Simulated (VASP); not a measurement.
Runs of VASP 6.6.1 on WSe. The structure is that of space group F-43m (No. 216), or close to it. The cells are those of the table. 

```csv
task,spin,cell,k mesh,cutoff (eV),gap on the mesh (eV),pressure (GPa),moment (μB)
single point,off,"a = 4.560 Å, angles 60.0°, 2 atoms",12 × 12 × 12,520,none,-15.3,-
relaxation of cell and atoms,collinear,"relaxed from a = 3.788 Å, angles 60.0°, 2 atoms",6 × 6 × 6,600,none,-0.1,4.00
single point,collinear,"a = 4.417 Å, angles 60.0°, 2 atoms",12 × 12 × 12,520,none,-1.7,4.00
single point,off,"a = 4.296 Å, angles 60.0°, 2 atoms",12 × 12 × 12,520,0.06,(b),-
single point,collinear,"a = 4.412 Å, angles 60.0°, 2 atoms",6 × 6 × 6,520,none,(a),4.00
```

Alike in all rows: level PBE+U; potentials or basis VASP PAW PBE potentials, release 64 (W_sv, Se); W d U = 6.2 eV; smearing gaussian 0.1 eV.

Q: Fill in the values left out.

A: (a) -1.5; (b) -1.1.

Caveats: spin-orbit coupling is left out, which moves the levels of the heavy elements; the cell stands under tension (at least some runs); U without spin polarisation on a metal has little footing (at least some runs); the electronic state changed during the relaxation (at least some runs).

A k mesh can miss the band edges, and the runs leave out spin-orbit coupling on Se, W.

A gap of «none» marks levels without a gap at the run's occupations.
